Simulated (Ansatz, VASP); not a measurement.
TePt3: VASP beside Ansatz

```
Te Pt
1.0
    -2.76263    2.76263    2.76263
     2.76263   -2.76263    2.76263
     2.76263    2.76263   -2.76263
Te Pt
1 3
Direct
  0.00000 0.00000 0.00000
  0.00000 0.50000 0.50000
  0.50000 0.00000 0.50000
  0.50000 0.50000 0.00000
```

Change from the starting cell: species swapped into the Sb3Au type (Im-3m, No. 229).

Alike in both runs: task relaxation of cell and atoms; functional PBE; k mesh 4 × 4 × 4; occupations gaussian, width 0.1 eV; no spin polarisation.

|  | VASP | Ansatz |
| --- | --- | --- |
| version | VASP 6.6.1 | Ansatz 0.2.0 |
| potentials or method | VASP PAW PBE potentials, release 64 (Te, Pt), cutoff 600 eV | scalar-relativistic, plane waves, PAW |
| valence electrons in the cell | 36 | 70 |

Ansatz gave:

* gap on the k mesh at the Fermi level, each at its own relaxed structure (eV): none
* relaxed volume (Å³/atom): 19.41
* relaxed cell length with the largest relative difference (Å): 4.655

**Question.** Which values does VASP return?

**Answer.** gap on the k mesh at the Fermi level, each at its own relaxed structure (eV): none; relaxed volume (Å³/atom): 19.37; relaxed cell length with the largest relative difference (Å): 4.651.

A gap of «none» marks a metal or a gap that the smearing closes. VASP's potentials hold 36 valence electrons a cell and Ansatz's 70, so a difference there can come from the potentials and not from the codes.

The k mesh is coarse, so the values compare programs but aren't converged. Spin-orbit coupling is off throughout.
